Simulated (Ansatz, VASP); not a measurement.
One calculation of CsPbCl3, two programs

```
Cs Pb Cl
1.0
     4.00316    2.31122    3.29556
    -4.00316    2.31122    3.29556
     0.00000   -4.62245    3.29556
Cs Pb Cl
1 1 3
Direct
  0.50000 0.50000 0.50000
  0.00000 0.00000 0.00000
  0.50000 0.01860 0.98140
  0.01860 0.98140 0.50000
  0.98140 0.50000 0.01860
```

Alike in both runs: task relaxation of cell and atoms; functional PBE; k mesh 6 × 6 × 6; occupations gaussian, width 0.02 eV; no spin polarisation.

|  | VASP | Ansatz |
| --- | --- | --- |
| version | VASP 6.6.1 | Ansatz 0.2.0 |
| potentials or method | VASP PAW PBE potentials, release 64 (Cs_sv, Pb_d, Cl), cutoff 600 eV | scalar-relativistic, plane waves, PAW |
| valence electrons in the cell | 44 | 44 |

Ansatz gave:

- gap on the k mesh at the Fermi level, each at its own relaxed structure (eV): 2.21
- relaxed volume (Å³/atom): 37.75
- relaxed length of the cell vector where the two differ most in proportion (Å): 5.736

**Question.** Which values does VASP return?

**Answer.** gap on the k mesh at the Fermi level, each at its own relaxed structure (eV): 2.22; relaxed volume (Å³/atom): 37.73; relaxed length of the cell vector where the two differ most in proportion (Å): 5.735.

Spin-orbit coupling is off throughout.
